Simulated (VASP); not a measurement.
# NaF (P6_3/mmc) in VASP: notebook

The runs below take NaF through relaxation of cell and atoms, single point, with PBE.

All numbers are computed with VASP 6.6.1; they aren't measurements. Logs are shortened: lines on timing, memory, paths and dates and some standing lists are left out, and cuts for length are marked.

### Step 1. The cell of the first run

It takes space group P6_3/mmc (No. 194, hexagonal). The conventional cell has a = 3.323 Å, b = 3.323 Å, c = 5.427 Å, α = 90.00°, β = 90.00°, γ = 120.00°. Within 3.1 Å of Na (site symmetry -3m) lie 6 F at 2.35 Å and 2 Na at 2.71 Å. Within 3.1 Å of F (site symmetry -6m2) lie 6 Na at 2.35 Å.

### Step 2. Relaxation of cell and atoms, PBE

The input, INCAR:

```
ALGO = Normal
EDIFF = 1E-7
EDIFFG = -0.01
ENCUT = 600
GGA = PE
IBRION = 2
ISIF = 3
ISMEAR = 0
LASPH = T
LCHARG = F
LREAL = F
LWAVE = F
NELM = 60
NSW = 65
PREC = Accurate
SIGMA = 0.02
```

The input, KPOINTS:

```
k-points
0
Gamma
  9 9 6
```

The input, POSCAR:

```
NaF
1.0
    3.3230944552      0.0000000000      0.0000000000
   -1.6615472276      2.8778842174      0.0000000000
    0.0000000000      0.0000000000      5.4265611937
Na F
2 2
Direct
    0.0000000000      0.0000000000      0.0000000000
    0.0000000000      0.0000000000      0.5000000000
    0.3333333333      0.6666666667      0.2500000000
    0.6666666667      0.3333333333      0.7500000000
```

Potentials or basis: VASP PAW PBE potentials, release 64 (Na_pv, F).

Command:

```sh
> cat potpaw_PBE.64/Na_pv/POTCAR potpaw_PBE.64/F/POTCAR > POTCAR
> mpirun -np 1 vasp_std > vasp.out
```

OUTCAR:

```text
EDIFF = 1E-7
   EDIFFG = -0.01
   ENCUT = 600
   GGA = PE
   IBRION = 2
   ISIF = 3
   ISMEAR = 0
   LASPH = T
   LREAL = F
   NELM = 60
   NSW = 65
   PREC = Accurate

 ion  position               nearest neighbor table
   1  0.000  0.000  0.000-   2 2.71   2 2.71
   2  0.000  0.000  0.500-   1 2.71   1 2.71
   3  0.333  0.667  0.250-
   4  0.667  0.333  0.750-

  LATTYP: Found a hexagonal cell.
 ALAT       =     3.3230944552
 C/A-ratio  =     1.6329843364

  Lattice vectors:

 A1 = (   3.3230944552,   0.0000000000,   0.0000000000)
 A2 = (  -1.6615472276,   2.8778842174,   0.0000000000)
 A3 = (   0.0000000000,   0.0000000000,   5.4265611937)

Analysis of symmetry for initial positions (statically):
=====================================================================
 Subroutine PRICEL returns:
 Original cell was already a primitive cell.

 Routine SETGRP: Setting up the symmetry group for a
 hexagonal supercell.

 Subroutine GETGRP returns: Found 24 space group operations
 (whereof 12 operations were pure point group operations)
 out of a pool of 24 trial point group operations.

The static configuration has the point symmetry D_3d.
 The point group associated with its full space group is D_6h.

Analysis of symmetry for dynamics (positions and initial velocities):
=====================================================================
 Subroutine PRICEL returns:
 Original cell was already a primitive cell.

 Routine SETGRP: Setting up the symmetry group for a
 hexagonal supercell.

 Subroutine GETGRP returns: Found 24 space group operations
 (whereof 12 operations were pure point group operations)
 out of a pool of 24 trial point group operations.

The dynamic configuration has the point symmetry D_3d.
 The point group associated with its full space group is D_6h.

 Subroutine INISYM returns: Found 24 space group operations
 (whereof 12 operations are pure point group operations),
 and found     1 'primitive' translations

----------------------------------------------------------------------------------------

                                     Primitive cell

  volume of cell :      51.8968

  direct lattice vectors                    reciprocal lattice vectors
     3.323094455  0.000000000  0.000000000     0.300924338  0.173738748  0.000000000
    -1.661547228  2.877884217  0.000000000     0.000000000  0.347477495  0.000000000
     0.000000000  0.000000000  5.426561194     0.000000000  0.000000000  0.184278766

  length of vectors
     3.323094455  3.323094455  5.426561194     0.347477495  0.347477495  0.184278766

  position of ions in fractional coordinates (direct lattice)
     0.000000000  0.000000000  0.000000000
     0.000000000  0.000000000  0.500000000
     0.333333333  0.666666667  0.250000000
     0.666666667  0.333333333  0.750000000

  ion indices of the primitive-cell ions
   primitive index   ion index
                 1           1
                 2           2
                 3           3
                 4           4

----------------------------------------------------------------------------------------

 KPOINTS: k-points

Automatic generation of k-mesh.
 Grid dimensions read from file:
 generate k-points for:    9    9    6

 Generating k-lattice:

  Cartesian coordinates                     Fractional coordinates (reciprocal lattice)
     0.033436038  0.019304305  0.000000000     0.111111111 -0.000000000  0.000000000
     0.000000000  0.038608611  0.000000000     0.000000000  0.111111111  0.000000000
     0.000000000  0.000000000  0.030713128     0.000000000  0.000000000  0.166666667

  Length of vectors
     0.038608611  0.038608611  0.030713128

  Shift w.r.t. Gamma in fractional coordinates (k-lattice)
     0.000000000  0.000000000  0.000000000

 Subroutine IBZKPT returns following result:
 ===========================================

 Found     48 irreducible k-points:

 Following reciprocal coordinates:
            Coordinates               Weight
  0.000000  0.000000  0.000000      1.000000
  0.111111  0.000000  0.000000      6.000000
  0.222222 -0.000000  0.000000      6.000000
  0.333333 -0.000000  0.000000      6.000000
  0.444444 -0.000000  0.000000      6.000000
  0.111111  0.111111  0.000000      6.000000
[... 16 lines left out ...]
  0.333333  0.222222  0.166667     24.000000
  0.333333  0.333333  0.166667      4.000000
 [... further k-points ...]
   k-points           NKPTS =     48   k-points in BZ     NKDIM =     48   number of bands    NBANDS=     18
   number of dos      NEDOS =    301   number of ions     NIONS =      4
   total plane-waves  NPLWV =  37632
   dimension x,y,z NGX =    28 NGY =   28 NGZ =   48
   dimension x,y,z NGXF=    56 NGYF=   56 NGZF=   96
   ions per type =               2   2
   NGX,Y,Z   is equivalent  to a cutoff of  14.01, 14.01, 14.71 a.u.
   NGXF,Y,Z  is equivalent  to a cutoff of  28.02, 28.02, 29.41 a.u.
 SYSTEM =  unknown system
   PREC   = accura    normal or accurate (medium, high low for compatibility)
   ISTART =      0    job   : 0-new  1-cont  2-samecut
   ICHARG =      2    charge: 1-file 2-atom 10-const
   ISPIN  =      1    spin polarized calculation?
   LNONCOLLINEAR =      F non collinear calculations
   LSORBIT =      F    spin-orbit coupling
   LASPH  =      T    aspherical Exc in radial PAW
   ENCUT  =  600.0 eV  44.10 Ry    6.64 a.u.   6.64  6.64 10.84*2*pi/ulx,y,z
   NELM   =     60;   NELMIN=  2; NELMDL= -5     # of ELM steps
   EDIFF  = 0.1E-06   stopping-criterion for ELM
   LREAL  =      F    real-space projection
   EDIFFG = -.1E-01   stopping-criterion for IOM
   NSW    =     65    number of steps for IOM
   IBRION =      2    ionic relax: 0-MD 1-quasi-New 2-CG
   NFREE  =      1    steps in history (QN), initial steepest desc. (CG)
   ISIF   =      3    stress and relaxation
   ISYM   =      2    0-nonsym 1-usesym 2-fastsym
   POTIM  = 0.5000    time-step for ionic-motion
   TEBEG  =    0.0;   TEEND  =   0.0 temperature during run
   PSTRESS=    0.0 pullay stress
   NELECT =      28.0000    total number of electrons
   NUPDOWN=      -1.0000    fix difference up-down
   EMIN   =  10.00;   EMAX   =-10.00  energy-range for DOS
   EFERMI =   0.00;   METHOD = LEGACY
   ISMEAR =     0;   SIGMA  =   0.02  broadening in eV -4-tet -1-fermi 0-gaus
   EFERMI_NEDOS =   21; number of points for ismear=-14 and -15
   IALGO  =     38    algorithm
   IMIX   =      4    mixing-type and parameters
     AMIX     =   0.40;   BMIX     =  1.00
     AMIX_MAG =   1.60;   BMIX_MAG =  1.00
  volume/ion in A,a.u.               =      12.97        87.55
  Fermi-wavevector in a.u.,A,eV,Ry     =   1.332746  2.518524 24.166817  1.776211
  Thomas-Fermi vector in A             =   2.461657
   LORBIT       =      0    0 simple, 1 ext, 2 COOP (PROOUT), +10 PAW based schemes
   GGA     = PE    functional components
   LHFCALC =     F    Hartree Fock is set to
   AEXX    =    0.0000 exact exchange contribution
   IVDW    =     0    specifies the selected vdW correction
   LEPSILON=     F    determine dielectric tensor
   LRPA    =     F    only Hartree local field effects (RPA)
 conjugate gradient relaxation of ions
 non-spin polarized calculation
 Gauss-broadening in eV      SIGMA  =   0.02
  energy-cutoff  :      600.00
  volume of cell :       51.90
 maximum number of plane-waves:      1762
 NGX is ok and might be reduce to    28
   NGX = 13   NGY = 13   NGZ = 21

--------------------------------------- Ionic step        1  -------------------------------------------

 number of electron      28.0000012 magnetization

 Free energy of the ion-electron system (eV)
  ---------------------------------------------------
  ext. energy  EPLUGINS =         0.00000000
  ---------------------------------------------------
  free energy    TOTEN  =       -16.91989218 eV

  energy without entropy =      -16.91989218  energy(sigma->0) =      -16.91989218

------------------------ aborting loop because EDIFF is reached ----------------------------------------

  FORCE on cell =-STRESS in cart. coord.  units (eV):
  Direction    XX          YY          ZZ          XY          YZ          ZX
  --------------------------------------------------------------------------------------
  -------------------------------------------------------------------------------------
  Total       -0.5833340     -0.5833340      1.3966436      0.0000000      0.0000000     -0.0000000
  in kB      -18.0089006    -18.0089006     43.1176879      0.0000000      0.0000000     -0.0000000
  external PRESSURE =       2.3666289 kB  Pullay stress =       0.0000000 kB
[... 175 lines left out ...]
  energy  without entropy=      -16.9667386758  energy(sigma->0) =      -16.96673868

--------------------------------------- Ionic step        6  -------------------------------------------

 number of electron      28.0000006 magnetization

 Free energy of the ion-electron system (eV)
  ---------------------------------------------------
  ext. energy  EPLUGINS =         0.00000000
  ---------------------------------------------------
  free energy    TOTEN  =       -16.96693977 eV

  energy without entropy =      -16.96693977  energy(sigma->0) =      -16.96693977

 E-fermi :  -2.0536     XC(G=0):  -8.9389

 val. band max:       -2.1827856395   @ k =   0.0000   0.0000   0.0000
 cond. band min:       3.8074254405   @ k =   0.0000   0.0000   0.0000
 fundamental gap:      5.9902110800
 Fermi energy:        -2.0535778647

 k-point     1 :       0.0000    0.0000    0.0000
  band No.  band energies     occupation
      1     -22.2112      2.00000
      2     -21.5046      2.00000
      3     -21.5046      2.00000
      4     -21.4768      2.00000
      5     -21.4768      2.00000
      6     -21.4517      2.00000
[... 10 lines left out ...]
     17       9.3250      0.00000
     18      14.5336      0.00000
[... 466 lines left out ...]
      2     -21.8862      2.00000
      3     -21.6509      2.00000
      4     -21.5584      2.00000
      5     -21.5584      2.00000
      6     -21.4496      2.00000
[... 10 lines left out ...]
     17      11.0127      0.00000
     18      11.9124      0.00000

 [... further k-points ...]

------------------------ aborting loop because EDIFF is reached ----------------------------------------

  FORCE on cell =-STRESS in cart. coord.  units (eV):
  Direction    XX          YY          ZZ          XY          YZ          ZX
  --------------------------------------------------------------------------------------
  -------------------------------------------------------------------------------------
  Total       -0.0085282     -0.0085282     -0.0383327      0.0000000     -0.0000000      0.0000000
  in kB       -0.2625913     -0.2625913     -1.1802971      0.0000000     -0.0000000      0.0000000
  external PRESSURE =      -0.5684932 kB  Pullay stress =       0.0000000 kB
[... 19 lines left out ...]
  FREE ENERGIE OF THE ION-ELECTRON SYSTEM (eV)
  ---------------------------------------------------
  free  energy   TOTEN  =       -16.9669397669 eV

  energy  without entropy=      -16.9669397669  energy(sigma->0) =      -16.96693977

 reached required accuracy - stopping structural energy minimisation
```

It took 83 s on 1 thread of Intel Xeon 6975P-C (Granite Rapids), shared host; peak memory 0.2 GiB.

What came out:

```yaml
Free_energy: -16.9669 eV
Relaxed_volume: 13.01 Å³/atom
Relaxed_cell: a = 3.248 Å, b = 3.248 Å, c = 5.696 Å, α = 90.00°, β = 90.00°, γ = 120.00°
Space_group_after_relaxing_to_0.1_Å: P6_3/mmc (No. 194)
Energy_gained_by_relaxing: 11.8 meV/atom
Ionic_steps: 6
Pressure_after_relaxing: -0.1 GPa
Band_gap_on_the_k_mesh: 5.99 eV
```

Step by step:
| step | energy change (eV) | largest force (eV/Å) | pressure (GPa) | volume (Å³) |
| --- | --- | --- | --- | --- |
| 1 | 0.0000 | 0.0000 | 0.24 | 51.90 |
| 2 | -0.0264 | 0.0000 | 0.06 | 52.03 |
| 3 | -0.0463 | 0.0000 | -0.29 | 52.27 |
| 4 | -0.0469 | 0.0000 | -0.24 | 52.24 |
| 5 | -0.0468 | 0.0000 | -0.25 | 52.24 |
| 6 | -0.0470 | 0.0000 | -0.06 | 52.03 |

Final structure:
```xyz
4
Lattice="3.2480 0.0000 0.0000 -1.6240 2.8128 0.0000 0.0000 0.0000 5.6956" Properties=species:S:1:pos:R:3 pbc="T T T"
Na   -1.6240    2.8128    0.0000
Na   -1.6240    2.8128    2.8478
F     0.0000    1.8752    1.4239
F     1.6240    0.9376    4.2717
```

Caveat: an odd mesh through Γ misses points on the zone boundary, where band edges can lie.

### Step 3. Relaxation of cell and atoms, PBE

The input, INCAR:

```
SYSTEM = NaF
PREC = Accurate
ENCUT = 600
EDIFF = 1E-6
ISMEAR = 0
SIGMA = 0.02
LREAL = .FALSE.
LASPH = .TRUE.
NELM = 100
ALGO = Normal
ISIF = 3
LWAVE = .FALSE.
LCHARG = .FALSE.
GGA = PE
IBRION = 2
NSW = 65
EDIFFG = -0.01
```

The input, KPOINTS:

```
Automatic mesh
0
G
  9 9 6
  0 0 0
```

The input, POSCAR:

```
NaF
1.0
    3.3230944552      0.0000000000      0.0000000000
   -1.6615472276      2.8778842174      0.0000000000
    0.0000000000      0.0000000000      5.4265611937
Na F
2 2
Direct
    0.0000000000      0.0000000000      0.0000000000
    0.3333333333      0.6666666667      0.5000000000
    0.6666666667      0.3333333333      0.2500000000
    0.6666666667      0.3333333333      0.7500000000
```

Potentials or basis: VASP PAW PBE potentials, release 64 (Na_pv, F).

Command:

```sh
> cat potpaw_PBE.64/Na_pv/POTCAR potpaw_PBE.64/F/POTCAR > POTCAR
> mpirun -np 1 vasp_std > vasp.out
```

Wall time 82 s (1 thread of Intel Xeon 6975P-C (Granite Rapids), shared host); peak memory 0.2 GiB.

The run converged. Its results:

```
Free energy                           : -16.9179 eV
Relaxed volume                        : 13.13 Å³/atom
Relaxed cell                          : a = 3.247 Å, b = 3.247 Å, c = 5.751 Å, α = 90.00°, β = 90.00°, γ = 120.00°
Space group after relaxing (to 0.1 Å) : P6_3/mmc (No. 194)
Energy gained by relaxing             : 18.2 meV/atom
Ionic steps                           : 6
Pressure after relaxing               : -0.1 GPa
Band gap on the k mesh                : 5.52 eV (least direct gap 5.58 eV)
```

Step by step:
```
step  energy change (eV)  largest force (eV/Å)  pressure (GPa)  volume (Å³)
   1              0.0000                0.0000            0.98        51.90
   2             -0.0459                0.0000            0.22        52.48
   3             -0.0669                0.0000           -1.02        53.58
   4             -0.0706                0.0000           -0.69        53.28
   5             -0.0725                0.0000           -0.25        52.74
   6             -0.0728                0.0000           -0.10        52.52
```

Final structure:
```
CELL_PARAMETERS angstrom
3.24741 0.00000 0.00000
-1.62371 2.81234 0.00000
0.00000 0.00000 5.75064
ATOMIC_POSITIONS crystal
Na 0.00000 0.00000 0.00000
Na 0.33333 0.66667 0.50000
F 0.66667 0.33333 0.25000
F 0.66667 0.33333 0.75000
```

Levels at points of the mesh, in eV from the valence-band top:
```
           k point  band 12  band 13  band 14  band 15  band 16  band 17
(0.00, 0.00, 0.00)    -0.21    -0.21    -0.06     5.52    10.26    10.62
(0.00, 0.00, 0.50)    -0.30    -0.30    -0.30     7.12     7.12    14.34
```

Caveat: an odd mesh through Γ misses points on the zone boundary, where band edges can lie.

(Part 1 of 2 ends here.)
